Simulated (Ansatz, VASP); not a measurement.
# One calculation of PtSe2, two programs

File POSCAR:

```
PtSe2
1.0
    3.7240000000      0.0000000000      0.0000000000
   -1.8620000000      3.2250786037      0.0000000000
    0.0000000000      0.0000000000      5.0620000000
Pt Se
1 2
Direct
    0.0000000000      0.0000000000      0.0000000000
    0.6666666667      0.3333333333      0.7500000000
    0.3333333333      0.6666666667      0.2500000000
```

INCAR.step1

```
SYSTEM = PtSe2
PREC = Accurate
ENCUT = 520
EDIFF = 1E-5
ISMEAR = -1
SIGMA = 0.05
LREAL = .FALSE.
LASPH = .TRUE.
NELM = 60
ALGO = Normal
ISIF = 2
LWAVE = .TRUE.
LCHARG = .FALSE.
GGA = PE
NBANDS = 18
```

The input INCAR.step2:

```
SYSTEM = PtSe2
PREC = Accurate
ENCUT = 520
EDIFF = 1E-6
ISMEAR = -1
SIGMA = 0.05
LREAL = .FALSE.
LASPH = .TRUE.
NELM = 60
ALGO = Normal
ISIF = 2
LWAVE = .FALSE.
LCHARG = .FALSE.
GGA = PE
LHFCALC = .TRUE.
AEXX = 0.25
HFSCREEN = 0.2078699
PRECFOCK = Normal
ISTART = 1
NBANDS = 18
```

File KPOINTS:

```
regular mesh
0
G
  5 5 3
  0 0 0
```

File input.yaml:

```yaml
crystal:
  lattice:
    - [3.724, 0.0, 0.0]
    - [-1.862, 3.2250786037, 0.0]
    - [0.0, 0.0, 5.062]
  atoms:
    - { symbol: Pt, position: [0.0, 0.0, 0.0] }
    - { symbol: Se, position: [0.6666666667, 0.3333333333, 0.75] }
    - { symbol: Se, position: [0.3333333333, 0.6666666667, 0.25] }
hamiltonian:
  xc:
    exchange: pbe
    correlation: pbe
    exx: { coeff: 0.25, omega: 0.2078699 }
  pseudopotentials: { kind: paw }
kpoints:
  mp_grid: { grid: [5, 5, 3] }
scf:
  occupations: { method: fermi_dirac, width: 0.05 }
output:
  forces: true
  stress: true
  eigenvalues: true
  write_density: true
  write_potential: true
  elf: true
  volumetric_format: npy
```

Alike in both runs: task single point; functional PBE-based screened hybrid; k mesh 5 × 5 × 3; occupations fermi-dirac, width 0.05 eV; no spin polarisation.

|  | VASP | Ansatz |
| --- | --- | --- |
| version | VASP 6.6.1 | Ansatz 0.2.0 |
| potentials or method | VASP PAW PBE potentials, release 64 (Pt, Se) | Ansatz PAW |
| plane-wave cutoff (eV) | 520 | 420 |
| valence electrons in the cell | 22 | 50 |

|  | VASP | Ansatz | Ansatz less VASP |
| --- | --- | --- | --- |
| gap on the k mesh at the Fermi level (eV) | 0.18 | 0.19 | +0.016 |
| least direct gap on the mesh (eV) | 1.35 | 1.36 | +0.005 |
| pressure (GPa) | 2.5 | 2.7 | +0.21 |
| traceless stress, the component that is largest in VASP (GPa) | 0.16 | 0.10 | -0.058 |
| rms of the force components (eV/Å) | 0.021 | 0.024 | +0.0028 |

VASP's potentials were made for PBE, not for PBE-based screened hybrid. Atom by atom the forces differ by 0.003 eV/Å (rms over components). The functional is the same, so the differences come from potentials, cutoffs and numerics. VASP's potentials hold 22 valence electrons a cell and Ansatz's 50, so a difference there can come from the potentials and not from the codes.

Spin-orbit coupling is off throughout. Noted on Ansatz's run: odd divisions of the mesh miss points on the zone boundary, where band edges often lie, so the gap on the mesh can be too wide.
